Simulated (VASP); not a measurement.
# SiRu6 in VASP: further runs

SiRu6 is run at these levels: PBE; tasks: single point.

Program: VASP 6.6.1. These are calculated values, not measurements. Logs are shortened: lines on timing, memory, paths and dates and some standing lists are left out, and cuts for length are marked.

## Step 1: The cell of the first run

The cell holds a slab with vacuum, 7 atoms: a = 2.720 Å, b = 4.297 Å, c = 20.838 Å, α = 90.00°, β = 90.00°, γ = 90.00°.

## Step 2: Single point, PBE

INCAR

```
SYSTEM = SiRu6
PREC = Accurate
ENCUT = 520
EDIFF = 1E-6
ISMEAR = 0
SIGMA = 0.1
LREAL = .False.
LASPH = .True.
NELM = 100
ALGO = Normal
ISIF = 2
LWAVE = .False.
LCHARG = .True.
LDIPOL = .True.
IDIPOL = 3
DIPOL = 0.5 0.5 0.353
GGA = PE
LELF = .True.
LVHAR = .True.
LVACPOTAV = .True.
NBANDS = 53
```

KPOINTS

```
Automatic mesh
0
Gamma
  10 6 1
  0 0 0
```

POSCAR

```
SiRu6
1.0
    2.7197977462      0.0000000000      0.0000000000
    0.0000000000      4.2966597640      0.0000000000
    0.0000000000      0.0000000000     20.8383397414
Ru Si
6 1
Direct
    0.0000000000      0.7500000000      0.1919538720
    0.5000000000      0.2500000000      0.2296314409
    0.5000000000      0.7500000000      0.3049865786
    0.0000000000      0.2500000000      0.3407382302
    0.0000000000      0.7500000000      0.4168575075
    0.5000000000      0.2500000000      0.4481326179
    1.0000000000      0.3500000000      0.5408053927
```

Potentials or basis: VASP PAW PBE potentials, release 64 (Ru_pv, Si).

Command:

```bash
> cat potpaw_PBE.64/Ru_pv/POTCAR potpaw_PBE.64/Si/POTCAR > POTCAR
> mpirun -np 1 vasp_std > vasp.out
```

OUTCAR:

```text
SYSTEM = SiRu6
   PREC = Accurate
   ENCUT = 520
   EDIFF = 1E-6
   ISMEAR = 0
   LREAL = .False.
   LASPH = .True.
   NELM = 100
   ISIF = 2
   GGA = PE

 ion  position               nearest neighbor table
   1  0.000  0.750  0.192-   2 2.66   2 2.66   2 2.66   2 2.66   3 2.72   3 2.72
   2  0.500  0.250  0.230-   3 2.66   3 2.66   1 2.66   1 2.66   1 2.66   1 2.66   4 2.69   4 2.69

   3  0.500  0.750  0.305-   4 2.65   4 2.65   4 2.65   4 2.65   2 2.66   2 2.66   5 2.70   5 2.70
                             1 2.72   1 2.72
   4  0.000  0.250  0.341-   6 2.62   6 2.62   3 2.65   3 2.65   3 2.65   3 2.65   5 2.67   5 2.67
                             2 2.69   2 2.69
   5  0.000  0.750  0.417-   6 2.62   6 2.62   6 2.62   6 2.62   4 2.67   4 2.67   3 2.70   3 2.70
                             7 3.10
   6  0.500  0.250  0.448-   7 2.40   7 2.40   4 2.62   4 2.62   5 2.62   5 2.62   5 2.62   5 2.62

   7  0.000  0.350  0.541-   6 2.40   6 2.40   5 3.10

  LATTYP: Found a simple orthorhombic cell.
 ALAT       =     2.7197977462
 B/A-ratio  =     1.5797717937
 C/A-ratio  =     7.6617240273

  Lattice vectors:

 A1 = (   2.7197977462,   0.0000000000,   0.0000000000)
 A2 = (   0.0000000000,   4.2966597640,   0.0000000000)
 A3 = (   0.0000000000,   0.0000000000,  20.8383397414)

Analysis of symmetry for initial positions (statically):
=====================================================================
 Subroutine PRICEL returns:
 Original cell was already a primitive cell.

 Routine SETGRP: Setting up the symmetry group for a
 simple orthorhombic supercell.

 Subroutine GETGRP returns: Found  2 space group operations
 (whereof  2 operations were pure point group operations)
 out of a pool of  8 trial point group operations.

The static configuration has the point symmetry C_1h.

Analysis of symmetry for dynamics (positions and initial velocities):
=====================================================================
 Subroutine PRICEL returns:
 Original cell was already a primitive cell.

 Routine SETGRP: Setting up the symmetry group for a
 simple orthorhombic supercell.

 Subroutine GETGRP returns: Found  2 space group operations
 (whereof  2 operations were pure point group operations)
 out of a pool of  8 trial point group operations.

The dynamic configuration has the point symmetry C_1h.

 Subroutine INISYM returns: Found  2 space group operations
 (whereof  2 operations are pure point group operations),
 and found     1 'primitive' translations

----------------------------------------------------------------------------------------

                                     Primitive cell

  volume of cell :     243.5178

  direct lattice vectors                    reciprocal lattice vectors
     2.719797746  0.000000000  0.000000000     0.367674398  0.000000000  0.000000000
     0.000000000  4.296659764  0.000000000     0.000000000  0.232738931  0.000000000
     0.000000000  0.000000000 20.838339741     0.000000000  0.000000000  0.047988468

  length of vectors
     2.719797746  4.296659764 20.838339741     0.367674398  0.232738931  0.047988468

  position of ions in fractional coordinates (direct lattice)
     0.000000000  0.750000000  0.191953872
     0.500000000  0.250000000  0.229631441
     0.500000000  0.750000000  0.304986579
     0.000000000  0.250000000  0.340738230
     0.000000000  0.750000000  0.416857507
     0.500000000  0.250000000  0.448132618
     0.000000000  0.350000000  0.540805393

  ion indices of the primitive-cell ions
   primitive index   ion index
                 1           1
                 2           2
                 3           3
                 4           4
                 5           5
                 6           6
                 7           7

----------------------------------------------------------------------------------------

 KPOINTS: Automatic mesh

Automatic generation of k-mesh.
 Grid dimensions read from file:
 generate k-points for:   10    6    1

 Generating k-lattice:

  Cartesian coordinates                     Fractional coordinates (reciprocal lattice)
     0.036767440  0.000000000  0.000000000     0.100000000  0.000000000  0.000000000
     0.000000000  0.038789822  0.000000000     0.000000000  0.166666667  0.000000000
     0.000000000  0.000000000  0.047988468     0.000000000  0.000000000  1.000000000

  Length of vectors
     0.036767440  0.038789822  0.047988468

  Shift w.r.t. Gamma in fractional coordinates (k-lattice)
     0.000000000  0.000000000  0.000000000

 Subroutine IBZKPT returns following result:
 ===========================================

 Found     24 irreducible k-points:

 Following reciprocal coordinates:
            Coordinates               Weight
  0.000000  0.000000  0.000000      1.000000
  0.100000  0.000000  0.000000      2.000000
  0.200000  0.000000  0.000000      2.000000
  0.300000  0.000000  0.000000      2.000000
  0.400000  0.000000  0.000000      2.000000
  0.500000  0.000000  0.000000      1.000000
[... 16 lines left out ...]
  0.400000  0.500000  0.000000      2.000000
  0.500000  0.500000  0.000000      1.000000
   k-points           NKPTS =     24   k-points in BZ     NKDIM =     24   number of bands    NBANDS=     53
   number of dos      NEDOS =    301   number of ions     NIONS =      7
   total plane-waves  NPLWV = 102400
   dimension x,y,z NGX =    20 NGY =   32 NGZ =  160
   dimension x,y,z NGXF=    40 NGYF=   64 NGZF=  320
   ions per type =               6   1
   NGX,Y,Z   is equivalent  to a cutoff of  12.22, 12.38, 12.76 a.u.
   NGXF,Y,Z  is equivalent  to a cutoff of  24.45, 24.76, 25.53 a.u.
 SYSTEM =  SiRu6
   PREC   = accura    normal or accurate (medium, high low for compatibility)
   ISTART =      0    job   : 0-new  1-cont  2-samecut
   ICHARG =      2    charge: 1-file 2-atom 10-const
   ISPIN  =      1    spin polarized calculation?
   LNONCOLLINEAR =      F non collinear calculations
   LSORBIT =      F    spin-orbit coupling
   LASPH  =      T    aspherical Exc in radial PAW
   ENCUT  =  520.0 eV  38.22 Ry    6.18 a.u.   5.06  7.99 38.75*2*pi/ulx,y,z
   NELM   =    100;   NELMIN=  2; NELMDL= -5     # of ELM steps
   EDIFF  = 0.1E-05   stopping-criterion for ELM
   LREAL  =      F    real-space projection
   EDIFFG = 0.1E-04   stopping-criterion for IOM
   NSW    =      0    number of steps for IOM
   IBRION =     -1    ionic relax: 0-MD 1-quasi-New 2-CG
   NFREE  =      0    steps in history (QN), initial steepest desc. (CG)
   ISIF   =      2    stress and relaxation
   ISYM   =      2    0-nonsym 1-usesym 2-fastsym
   POTIM  = 0.5000    time-step for ionic-motion
   TEBEG  =    0.0;   TEEND  =   0.0 temperature during run
   PSTRESS=    0.0 pullay stress
   NELECT =      88.0000    total number of electrons
   NUPDOWN=      -1.0000    fix difference up-down
   EMIN   =  10.00;   EMAX   =-10.00  energy-range for DOS
   EFERMI =   0.00;   METHOD = LEGACY
   ISMEAR =     0;   SIGMA  =   0.10  broadening in eV -4-tet -1-fermi 0-gaus
   EFERMI_NEDOS =   21; number of points for ismear=-14 and -15
   IALGO  =     38    algorithm
   IMIX   =      4    mixing-type and parameters
     AMIX     =   0.40;   BMIX     =  1.00
     AMIX_MAG =   1.60;   BMIX_MAG =  1.00
  volume/ion in A,a.u.               =      34.79       234.76
  Fermi-wavevector in a.u.,A,eV,Ry     =   1.166072  2.203557 18.500178  1.359725
  Thomas-Fermi vector in A             =   2.302590
   LORBIT       =      0    0 simple, 1 ext, 2 COOP (PROOUT), +10 PAW based schemes
   GGA     = PE    functional components
   LHFCALC =     F    Hartree Fock is set to
   AEXX    =    0.0000 exact exchange contribution
   IVDW    =     0    specifies the selected vdW correction
   LEPSILON=     F    determine dielectric tensor
   LRPA    =     F    only Hartree local field effects (RPA)
 non-spin polarized calculation
 Gauss-broadening in eV      SIGMA  =   0.10
  energy-cutoff  :      520.00
  volume of cell :      243.52
 maximum number of plane-waves:      6614
   NGX = 11   NGY = 15   NGZ = 77

 dipolmoment           0.000000      0.000000     -0.011292 electrons x Angstroem

 number of electron      88.0000040 magnetization

 dipolmoment           0.000000      0.000000      0.021307 electrons x Angstroem

 Free energy of the ion-electron system (eV)
  ---------------------------------------------------
  ext. energy  EPLUGINS =         0.00000000
  ---------------------------------------------------
  free energy    TOTEN  =       -56.90738065 eV

  energy without entropy =      -56.86731876  energy(sigma->0) =      -56.88734970

 E-fermi :   1.9457     XC(G=0):  -6.4829

 val. band max:        1.9383036569   @ k =   0.1000   0.5000   0.0000
 cond. band min:       1.9472220652   @ k =   0.4000   0.3333   0.0000
 fundamental gap:      0.0089184083
 Fermi energy:         1.9456719797

 k-point     1 :       0.0000    0.0000    0.0000
  band No.  band energies     occupation
      1     -41.6413      2.00000
      2     -41.3985      2.00000
      3     -41.3402      2.00000
      4     -41.2516      2.00000
      5     -41.1882      2.00000
      6     -41.0205      2.00000
[... 45 lines left out ...]
     52       3.4707      0.00000
     53       3.7861      0.00000

 k-point     2 :       0.1000    0.0000    0.0000
  band No.  band energies     occupation
      1     -41.6174      2.00000
      2     -41.3855      2.00000
      3     -41.3198      2.00000
      4     -41.2451      2.00000
      5     -41.1681      2.00000
      6     -41.0724      2.00000
[... 45 lines left out ...]
     52       3.6751      0.00000
     53       3.9385      0.00000

 k-point     3 :       0.2000    0.0000    0.0000
  band No.  band energies     occupation
      1     -41.5495      2.00000
      2     -41.3584      2.00000
      3     -41.2646      2.00000
      4     -41.2411      2.00000
      5     -41.1828      2.00000
      6     -41.1110      2.00000
[... 45 lines left out ...]
     52       3.6117      0.00000
     53       4.2814      0.00000
[... 1065 lines left out ...]
 k-point    23 :       0.4000    0.5000    0.0000
  band No.  band energies     occupation
      1     -41.5681      2.00000
      2     -41.5624      2.00000
      3     -41.4899      2.00000
      4     -41.3852      2.00000
      5     -41.2737      2.00000
      6     -41.2349      2.00000
[... 45 lines left out ...]
     52       4.1851      0.00000
     53       4.6218      0.00000

 k-point    24 :       0.5000    0.5000    0.0000
  band No.  band energies     occupation
      1     -41.6030      2.00000
      2     -41.6013      2.00000
      3     -41.5226      2.00000
      4     -41.4045      2.00000
      5     -41.3185      2.00000
      6     -41.2660      2.00000
[... 45 lines left out ...]
     52       4.6230      0.00000
     53       5.0487      0.00000

------------------------ aborting loop because EDIFF is reached ----------------------------------------

  FORCE on cell =-STRESS in cart. coord.  units (eV):
  Direction    XX          YY          ZZ          XY          YZ          ZX
  --------------------------------------------------------------------------------------
  -------------------------------------------------------------------------------------
  Total       -3.2518178     -1.7177948      0.2758488      0.0000000      0.5815015      0.0000000
  in kB      -21.3946947    -11.3018924      1.8148928      0.0000000      3.8258748      0.0000000
  external PRESSURE =     -10.2938981 kB  Pullay stress =       0.0000000 kB

 VOLUME and BASIS-vectors are now :
 -----------------------------------------------------------------------------
  energy-cutoff  :      520.00
  volume of cell :      243.52
      direct lattice vectors                 reciprocal lattice vectors
     2.719797746  0.000000000  0.000000000     0.367674398  0.000000000  0.000000000
     0.000000000  4.296659764  0.000000000     0.000000000  0.232738931  0.000000000
     0.000000000  0.000000000 20.838339741     0.000000000  0.000000000  0.047988468

 POSITION                                       TOTAL-FORCE (eV/Angst)
 -----------------------------------------------------------------------------------
      0.00000      3.22249      4.00000         0.000000      0.043264      0.887711
      1.35990      1.07416      4.78514         0.000000     -0.034352     -0.458504
      1.35990      3.22249      6.35541         0.000000     -0.067758     -0.082511
      0.00000      1.07416      7.10042         0.000000      0.024752     -1.159489
      0.00000      3.22249      8.68662         0.000000      0.058034     -0.213247
      1.35990      1.07416      9.33834         0.000000     -0.307089      1.013033
      0.00000      1.50383     11.26949         0.000000      0.283149      0.013007
 -----------------------------------------------------------------------------------
    total drift:                               -0.000000     -0.000123      0.000322

  FREE ENERGIE OF THE ION-ELECTRON SYSTEM (eV)
  ---------------------------------------------------
  free  energy   TOTEN  =       -56.9073806458 eV

  energy  without entropy=      -56.8673187604  energy(sigma->0) =      -56.88734970

 vacuum level on the upper side and lower side of the slab         7.052         6.723
```

It took 5.1 min on 1 thread of Intel Xeon 6975P-C (Granite Rapids), shared host; peak memory 0.44 GiB.

What came out:

| Item | Value |
| --- | --- |
| Free energy | -56.9074 eV |
| Largest force | 1.160 eV/Å |
| Band gap on the k mesh | zero (band 44 reaches 2.57 eV, above the bottom of band 45 at 1.28 eV) |

Forces on the atoms (eV/Å):
```
Ru   0.000  0.043  0.888
Ru   0.000 -0.034 -0.459
Ru   0.000 -0.068 -0.083
Ru   0.000  0.025 -1.159
Ru   0.000  0.058 -0.213
Ru   0.000 -0.307  1.013
Si   0.000  0.283  0.013
```

## Step 3: Single point, PBE

INCAR

```
SYSTEM = SiRu6
PREC     = Accurate       ! precision mode
ENCUT    = 520            ! plane-wave cutoff, eV
EDIFF    = 1E-6           ! SCF threshold, eV
ISMEAR   = 0              ! smearing method
SIGMA    = 0.1            ! smearing width, eV
LREAL    = .False.        ! projectors in reciprocal space
LASPH    = .True.         ! aspherical terms in the spheres
NELM     = 80             ! most SCF steps
ALGO     = Normal         ! electronic algorithm
ISIF     = 2              ! what is computed and relaxed
LWAVE    = .False.        ! write WAVECAR
LCHARG   = .False.        ! write CHGCAR
LDIPOL   = .True.       
IDIPOL   = 3            
DIPOL    = 0.5 0.5 0.350
GGA      = PE             ! functional
NBANDS   = 53             ! bands
```

KPOINTS

```
regular mesh
0
Gamma
  10 6 1
  0 0 0
```

POSCAR: that of step 2 with these lines changed.

```diff
@@ -14,2 +14,2 @@
     0.5000000000      0.2500000000      0.4481326179
-    1.0000000000      0.3500000000      0.5408053927
+    0.6666666667      0.7500000000      0.5200041066
```

Potentials or basis: VASP PAW PBE potentials, release 64 (Ru_pv, Si).

Command:

```bash
> cat potpaw_PBE.64/Ru_pv/POTCAR potpaw_PBE.64/Si/POTCAR > POTCAR
> mpirun -np 1 vasp_std > vasp.out
```

Wall time 5 min (1 thread of Intel Xeon 6975P-C (Granite Rapids), shared host); peak memory 0.44 GiB.

It converged, with:

| Property | Result |
| --- | --- |
| Free energy | -57.5464 eV |
| Largest force | 1.709 eV/Å |
| Band gap on the k mesh | zero (band 44 reaches 2.80 eV, above the bottom of band 45 at 1.35 eV) |

Forces on the atoms (eV/Å):
```
Ru  -0.011  0.000  0.887
Ru   0.049  0.000 -0.498
Ru   0.092  0.000 -0.756
Ru  -0.092  0.000 -0.123
Ru   0.516  0.000 -1.220
Ru   0.170  0.000  1.700
Si  -0.724  0.000  0.011
```

Levels at points of the mesh, in eV from the Fermi level:
| k point | band 41 | band 42 | band 43 | band 44 | band 45 | band 46 | band 47 | band 48 |
| --- | --- | --- | --- | --- | --- | --- | --- | --- |
| (0.00, 0.00, 0.00) | -1.51 | -1.23 | -0.97 | -0.88 | -0.59 | -0.09 | 0.21 | 0.99 |
| (0.50, 0.00, 0.00) | -0.77 | 0.07 | 0.12 | 0.67 | 0.95 | 1.29 | 1.34 | 1.41 |
| (0.00, 0.50, 0.00) | -1.00 | -0.84 | -0.75 | -0.14 | 0.21 | 0.24 | 0.45 | 0.56 |
| (0.50, 0.50, 0.00) | -0.12 | 0.13 | 0.25 | 0.63 | 0.92 | 0.96 | 1.22 | 1.37 |

## Step 4: Single point, PBE

INCAR

```
PREC = Accurate ; ENCUT = 520
EDIFF = 1E-6 ; ISMEAR = 0
SIGMA = 0.1 ; LREAL = F
LASPH = T ; NELM = 100
ALGO = Normal ; ISIF = 2
LWAVE = F ; LCHARG = F
LDIPOL = T ; IDIPOL = 3
DIPOL = 0.5 0.5 0.351 ; GGA = PE
NBANDS = 53
```

KPOINTS

```
regular mesh
0
Gamma
  10 6 1
```

POSCAR: that of step 3 with these lines changed.

```diff
@@ -14,2 +14,2 @@
     0.5000000000      0.2500000000      0.4481326179
-    0.6666666667      0.7500000000      0.5200041066
+    1.0000000000      0.5500000000      0.5256370218
```

Command:

```bash
> cat potpaw_PBE.64/Ru_pv/POTCAR potpaw_PBE.64/Si/POTCAR > POTCAR
> mpirun -np 1 vasp_std > vasp.out
```

Run time: 5 min. Hardware: 1 thread of Intel Xeon 6975P-C (Granite Rapids), shared host; peak memory 0.44 GiB.

The run converged. Its results:

```
Free energy            : -57.3461 eV
Largest force          : 1.523 eV/Å
Band gap on the k mesh : zero (band 44 reaches 2.52 eV, above the bottom of band 45 at 1.35 eV)
```

Forces in eV/Å, atoms in the order of the input:
```
Ru   0.000  0.089  0.863
Ru   0.000 -0.126 -0.488
Ru   0.000 -0.095 -0.459
Ru   0.000  0.247 -0.704
Ru   0.000  0.349 -0.616
Ru   0.000 -0.605  1.397
Si   0.000  0.142  0.008
```

Levels at points of the mesh, in eV from the Fermi level:
| k point | band 42 | band 43 | band 44 | band 45 | band 46 | band 47 |
| --- | --- | --- | --- | --- | --- | --- |
| (0.00, 0.00, 0.00) | -1.21 | -0.98 | -0.77 | -0.63 | -0.10 | -0.06 |
| (0.50, 0.00, 0.00) | 0.07 | 0.13 | 0.19 | 0.71 | 1.32 | 1.33 |
| (0.00, 0.50, 0.00) | -0.91 | -0.76 | -0.19 | 0.13 | 0.30 | 0.42 |
| (0.50, 0.50, 0.00) | 0.07 | 0.44 | 0.54 | 0.80 | 1.10 | 1.33 |

## Step 5: Single point, PBE

INCAR

```
SYSTEM = SiRu6
ALGO = Normal ; DIPOL = 0.5 0.5 0.354
EDIFF = 1E-6 ; ENCUT = 520
GGA = PE ; IDIPOL = 3
ISIF = 2 ; ISMEAR = 0
LASPH = .TRUE. ; LCHARG = .FALSE.
LDIPOL = .TRUE. ; LREAL = .FALSE.
LWAVE = .FALSE. ; NBANDS = 53
NELM = 80 ; PREC = Accurate
SIGMA = 0.1
```

KPOINTS

```
k-points
0
G
  10 6 1
  0 0 0
```

POSCAR: that of step 4 with these lines changed.

```diff
@@ -14,2 +14,2 @@
     0.5000000000      0.2500000000      0.4481326179
-    1.0000000000      0.5500000000      0.5256370218
+    0.5000000000      0.4500000000      0.5483004306
```

Command:

```bash
> cat potpaw_PBE.64/Ru_pv/POTCAR potpaw_PBE.64/Si/POTCAR > POTCAR
> mpirun -np 1 vasp_std > vasp.out
```

It took 9.3 min on 1 thread of Intel Xeon Platinum 8375C at 2.90GHz (Ice Lake), shared host; peak memory 0.44 GiB.

It converged, with:

```yaml
Free_energy: -56.4799 eV
Largest_force: 0.847 eV/Å
Band_gap_on_the_k_mesh: zero (band 44 reaches 2.66 eV, above the bottom of band 45 at 1.55 eV)
```

Forces in eV/Å, atoms in the order of the input:
```
Ru   0.000  0.040  0.843
Ru   0.000 -0.064 -0.456
Ru   0.000 -0.083  0.006
Ru   0.000  0.153 -0.760
Ru   0.000  0.156  0.031
Ru   0.000 -0.787  0.314
Si   0.000  0.585  0.021
```

Levels at points of the mesh, in eV from the Fermi level:
| k point | band 40 | band 41 | band 42 | band 43 | band 44 | band 45 | band 46 | band 47 | band 48 | band 49 |
| --- | --- | --- | --- | --- | --- | --- | --- | --- | --- | --- |
| (0.00, 0.00, 0.00) | -1.52 | -1.37 | -1.21 | -0.93 | -0.57 | -0.54 | -0.48 | -0.06 | 0.93 | 1.10 |
| (0.50, 0.00, 0.00) | -0.64 | -0.47 | -0.04 | 0.15 | 0.26 | 0.62 | 0.92 | 1.36 | 1.42 | 1.73 |
| (0.00, 0.50, 0.00) | -1.31 | -1.06 | -0.96 | -0.75 | -0.19 | 0.22 | 0.37 | 0.45 | 0.62 | 0.67 |
| (0.50, 0.50, 0.00) | -0.98 | -0.22 | 0.14 | 0.24 | 0.55 | 0.99 | 1.01 | 1.12 | 1.37 | 1.68 |
